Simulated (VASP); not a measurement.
# C (Fmmm) in VASP: notebook, part 3 of 3

VASP 6.6.1.

### Step 5. Single point, PBEsol+D3(BJ) (7.31 Å³/atom)

INCAR

```
ALGO = Normal
EDIFF = 1E-6
ENCUT = 520
GGA = PS
ISIF = 2
ISMEAR = 0
IVDW = 12
LASPH = T
LCHARG = T
LELF = T
LREAL = F
LVHAR = T
LWAVE = F
NBANDS = 11
NELM = 80
PREC = Accurate
SIGMA = 0.03
```

KPOINTS

```
k-points
0
Gamma
  18 18 18
```

POSCAR

```
C
1.0
    0.0000000000      1.9677098589      3.2661100917
    1.1368097422      0.0000000000      3.2661100917
    1.1368097422      1.9677098589      0.0000000000
C
2
Direct
    0.1667066167      0.8332933833      0.1667066167
    0.8332933833      0.1667066167      0.8332933833
```

Potentials or basis: VASP PAW PBE potentials, release 64 (C).

The run is started by

```console
> cat potpaw_PBE.64/C/POTCAR > POTCAR
> mpirun -np 1 vasp_std > vasp.out
```

OUTCAR:

```text
EDIFF = 1E-6
   ENCUT = 520
   GGA = PS
   ISIF = 2
   ISMEAR = 0
   IVDW = 12
   LASPH = T
   LREAL = F
   NELM = 80
   PREC = Accurate
 IVDW          = 12

 ion  position               nearest neighbor table
   1  0.167  0.833  0.167-   2 1.31   2 1.31   2 1.31
   2  0.833  0.167  0.833-   1 1.31   1 1.31   1 1.31

  LATTYP: Found a face centered orthorhombic cell.
 ALAT       =     2.2736194844
 B/A-ratio  =     1.7309051690
 C/A-ratio  =     2.8730489988

  Lattice vectors:

 A1 = (   0.0000000000,   1.9677098589,   3.2661100917)
 A2 = (   1.1368097422,   0.0000000000,   3.2661100917)
 A3 = (   1.1368097422,   1.9677098589,   0.0000000000)

Analysis of symmetry for initial positions (statically):
=====================================================================
 Subroutine PRICEL returns:
 Original cell was already a primitive cell.

 Routine SETGRP: Setting up the symmetry group for a
 face centered orthorhombic supercell.

 Subroutine GETGRP returns: Found  8 space group operations
 (whereof  8 operations were pure point group operations)
 out of a pool of  8 trial point group operations.

The static configuration has the point symmetry D_2h.

Analysis of symmetry for dynamics (positions and initial velocities):
=====================================================================
 Subroutine PRICEL returns:
 Original cell was already a primitive cell.

 Routine SETGRP: Setting up the symmetry group for a
 face centered orthorhombic supercell.

 Subroutine GETGRP returns: Found  8 space group operations
 (whereof  8 operations were pure point group operations)
 out of a pool of  8 trial point group operations.

The dynamic configuration has the point symmetry D_2h.

 Subroutine INISYM returns: Found  8 space group operations
 (whereof  8 operations are pure point group operations),
 and found     1 'primitive' translations

----------------------------------------------------------------------------------------

                                     Primitive cell

  volume of cell :      14.6120

  direct lattice vectors                    reciprocal lattice vectors
     0.000000000  1.967709859  3.266110092    -0.439827336  0.254102503  0.153087308
     1.136809742  0.000000000  3.266110092     0.439827336 -0.254102503  0.153087308
     1.136809742  1.967709859  0.000000000     0.439827336  0.254102503 -0.153087308

  length of vectors
     3.813050907  3.458296043  2.272491689     0.530520396  0.530520396  0.530520396

  position of ions in fractional coordinates (direct lattice)
     0.166706617  0.833293383  0.166706617
     0.833293383  0.166706617  0.833293383

  ion indices of the primitive-cell ions
   primitive index   ion index
                 1           1
                 2           2

----------------------------------------------------------------------------------------

 KPOINTS: k-points

Automatic generation of k-mesh.
 Grid dimensions read from file:
 generate k-points for:   18   18   18

 Generating k-lattice:

  Cartesian coordinates                     Fractional coordinates (reciprocal lattice)
    -0.024434852  0.014116806  0.008504850     0.055555556  0.000000000  0.000000000
     0.024434852 -0.014116806  0.008504850     0.000000000  0.055555556  0.000000000
     0.024434852  0.014116806 -0.008504850    -0.000000000 -0.000000000  0.055555556
[... 40 lines left out ...]
   number of dos      NEDOS =    301   number of ions     NIONS =      2
   total plane-waves  NPLWV =  14112
   dimension x,y,z NGX =    28 NGY =   28 NGZ =   18
   dimension x,y,z NGXF=    56 NGYF=   56 NGZF=   36
   ions per type =               2
   NGX,Y,Z   is equivalent  to a cutoff of  12.21, 13.46, 13.17 a.u.
   NGXF,Y,Z  is equivalent  to a cutoff of  24.42, 26.92, 26.34 a.u.
 SYSTEM =  unknown system
   PREC   = accura    normal or accurate (medium, high low for compatibility)
   ISTART =      0    job   : 0-new  1-cont  2-samecut
   ICHARG =      2    charge: 1-file 2-atom 10-const
   ISPIN  =      1    spin polarized calculation?
   LNONCOLLINEAR =      F non collinear calculations
   LSORBIT =      F    spin-orbit coupling
   LASPH  =      T    aspherical Exc in radial PAW
   ENCUT  =  520.0 eV  38.22 Ry    6.18 a.u.   7.09  6.43  4.23*2*pi/ulx,y,z
   NELM   =     80;   NELMIN=  2; NELMDL= -5     # of ELM steps
   EDIFF  = 0.1E-05   stopping-criterion for ELM
   LREAL  =      F    real-space projection
   EDIFFG = 0.1E-04   stopping-criterion for IOM
   NSW    =      0    number of steps for IOM
   IBRION =     -1    ionic relax: 0-MD 1-quasi-New 2-CG
   NFREE  =      0    steps in history (QN), initial steepest desc. (CG)
   ISIF   =      2    stress and relaxation
   ISYM   =      2    0-nonsym 1-usesym 2-fastsym
   POTIM  = 0.5000    time-step for ionic-motion
   TEBEG  =    0.0;   TEEND  =   0.0 temperature during run
   PSTRESS=    0.0 pullay stress
   NELECT =       8.0000    total number of electrons
   NUPDOWN=      -1.0000    fix difference up-down
   EMIN   =  10.00;   EMAX   =-10.00  energy-range for DOS
   EFERMI =   0.00;   METHOD = LEGACY
   ISMEAR =     0;   SIGMA  =   0.03  broadening in eV -4-tet -1-fermi 0-gaus
   EFERMI_NEDOS =   21; number of points for ismear=-14 and -15
   IALGO  =     38    algorithm
   IMIX   =      4    mixing-type and parameters
     AMIX     =   0.40;   BMIX     =  1.00
     AMIX_MAG =   1.60;   BMIX_MAG =  1.00
  volume/ion in A,a.u.               =       7.31        49.30
  Fermi-wavevector in a.u.,A,eV,Ry     =   1.339270  2.530854 24.404025  1.793645
  Thomas-Fermi vector in A             =   2.467675
   LORBIT       =      0    0 simple, 1 ext, 2 COOP (PROOUT), +10 PAW based schemes
   GGA     = PS    functional components
   LHFCALC =     F    Hartree Fock is set to
   AEXX    =    0.0000 exact exchange contribution
   IVDW    =    12    specifies the selected vdW correction
   LEPSILON=     F    determine dielectric tensor
   LRPA    =     F    only Hartree local field effects (RPA)
 non-spin polarized calculation
 Gauss-broadening in eV      SIGMA  =   0.03
  energy-cutoff  :      520.00
  volume of cell :       14.61
 maximum number of plane-waves:       404
   NGX = 15   NGY = 13   NGZ =  9

 number of electron       8.0000001 magnetization

 Free energy of the ion-electron system (eV)
  ---------------------------------------------------
  ext. energy  EPLUGINS =         0.00000000
  ---------------------------------------------------
  free energy    TOTEN  =       -18.29517687 eV

  energy without entropy =      -18.29517355  energy(sigma->0) =      -18.29517521

 E-fermi :   6.3938     XC(G=0): -11.2327

 val. band max:        6.3519772944   @ k =  -0.2778   0.0556   0.3333
 cond. band min:       6.4356483370   @ k =  -0.2222   0.1111   0.3333
 fundamental gap:      0.0836710426
 Fermi energy:         6.3938128109

 k-point     1 :       0.0000    0.0000    0.0000
  band No.  band energies     occupation
      1     -15.2552      2.00000
      2      -1.9039      2.00000
      3       3.6300      2.00000
      4       3.6360      2.00000
      5       9.6389      0.00000
      6      16.4596      0.00000
      7      16.5215      0.00000
      8      21.0805      0.00000
      9      25.1866      0.00000
     10      32.2057      0.00000
     11      33.9280      0.00000
[... 309 lines left out ...]
 k-point    24 :      -0.2222    0.0556    0.0000
  band No.  band energies     occupation
      1     -13.1419      2.00000
      2      -2.1338      2.00000
      3       0.4333      2.00000
      4       0.7408      2.00000
      5      12.5553      0.00000
      6      14.0437      0.00000
      7      16.7872      0.00000
      8      24.0958      0.00000
      9      26.4176      0.00000
     10      27.7408      0.00000
     11      32.3706      0.00000

 [... further k-points ...]

------------------------ aborting loop because EDIFF is reached ----------------------------------------

 Edisp (eV)   -0.20615

 E8    (eV) :    -0.1003

  FORCE on cell =-STRESS in cart. coord.  units (eV):
  Direction    XX          YY          ZZ          XY          YZ          ZX
  --------------------------------------------------------------------------------------
  -------------------------------------------------------------------------------------
  Total      12.98939    13.00052    -0.00253     0.00000     0.00000     0.00000
  in kB    1424.26086  1425.48169    -0.27704     0.00000     0.00000     0.00000
  external pressure =      949.82 kB  Pullay stress =        0.00 kB

 VOLUME and BASIS-vectors are now :
 -----------------------------------------------------------------------------
  energy-cutoff  :      520.00
  volume of cell :       14.61
      direct lattice vectors                 reciprocal lattice vectors
     0.000000000  1.967709859  3.266110092    -0.439827336  0.254102503  0.153087308
     1.136809742  0.000000000  3.266110092     0.439827336 -0.254102503  0.153087308
     1.136809742  1.967709859  0.000000000     0.439827336  0.254102503 -0.153087308

 POSITION                                       TOTAL-FORCE (eV/Angst)
 -----------------------------------------------------------------------------------
      1.13681      0.65606      3.26611         0.000000      0.001400      0.000000
      1.13681      3.27936      3.26611         0.000000     -0.001400      0.000000
 -----------------------------------------------------------------------------------
    total drift:                                0.000000      0.000000     -0.000000

  FREE ENERGIE OF THE ION-ELECTRON SYSTEM (eV)
  ---------------------------------------------------
  free  energy   TOTEN  =       -18.5013247084 eV

  energy  without entropy=      -18.5013213875  energy(sigma->0) =      -18.50132305
```

Run time: 80 s. Hardware: 1 thread of AMD EPYC 9R45 (Zen 5), shared host; peak memory 0.2 GiB.

What came out:

| Property | Result |
| --- | --- |
| Free energy | -18.5013 eV |
| Pressure | 95.0 GPa |
| Dispersion energy per atom | -0.103 eV |

Caveat: the stress differs along the axes, from -0 to 143 GPa; the PAW data sets were made with another functional, which shifts forces and pressure a little.

### Step 6. Summary

| cell | gap on the mesh (eV) | pressure (GPa) | largest force (eV/Å) |
| --- | --- | --- | --- |
| a = 4.014, b = 3.706, c = 2.182 Å, angles 81.5, 65.9, 32.5°, 2 atoms | - | 155.0 | - |
| a = 3.503, b = 3.039, c = 2.464 Å, angles 78.3, 58.2, 43.5°, 2 atoms | none | 3.9 | 0.04 |
| a = 3.643, b = 3.237, c = 2.366 Å, angles 79.5, 60.9, 39.7°, 2 atoms | none | 46.5 | 0.01 |
| a = 3.813, b = 3.458, c = 2.272 Å, angles 80.5, 63.5, 36.0°, 2 atoms | - | 95.0 | - |

Alike in all rows: task single point; level PBEsol+D3(BJ); potentials or basis VASP PAW PBE potentials, release 64 (C); no spin polarisation; k mesh 18 × 18 × 18; cutoff (eV) 520; smearing gaussian 0.03 eV.

Caveats: the PAW data sets were made with another functional, which shifts forces and pressure a little; the stress differs along the axes, from -3 to 234 GPa (at least some runs); the stress differs along the axes, from -5 to 19 GPa (at least some runs); the stress differs along the axes, from 7 to 67 GPa (at least some runs); the stress differs along the axes, from -0 to 143 GPa (at least some runs).

Total energies depend on the potentials used, so only differences within one code and one set of settings carry meaning.

The gap in the log of VASP goes by the Fermi energy; the results here count the filled bands.